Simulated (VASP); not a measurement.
Input of a VASP 6.6.1 run:

INCAR

```
ALGO = Normal ; EDIFF = 1E-7
ENCUT = 520 ; GGA = PE
ISIF = 2 ; ISMEAR = 0
LASPH = T ; LCHARG = F
LREAL = F ; LWAVE = F
NBANDS = 30 ; NELM = 100
PREC = Accurate ; SIGMA = 0.1
```

The input KPOINTS:

```
k-points
0
Gamma
  6 6 2
```

Contents of POSCAR:

```
In3P
1.0
    2.0824424749     -2.7208801218      0.0000000000
    2.0824424749      2.7208801218      0.0000000000
    0.0000000000      0.0000000000      8.8345196366
In P
3 1
Direct
    0.5000000000      0.5000000000      0.7916014964
    0.0000000000      0.0000000000      0.5000000000
    0.5000000000      0.5000000000      0.2083985036
    0.0000000000      0.0000000000      0.0000000000
```

Potentials or basis: VASP PAW PBE potentials, release 64 (In_d, P).

Launch:

```console
$ cat potpaw_PBE.64/In_d/POTCAR potpaw_PBE.64/P/POTCAR > POTCAR
$ mpirun -np 1 vasp_std > vasp.out
```

(1) What does it give for the pressure?

(2) What does it give for the largest force?

(3) What does it give for the band gap on the k mesh?

Answers

(1) 0.0 GPa.

(2) 0.004 eV/Å.

(3) zero (band 22 reaches 8.06 eV, above the bottom of band 23 at 5.78 eV).

Caveat: spin-orbit coupling is left out, which moves the levels of the heavy elements.
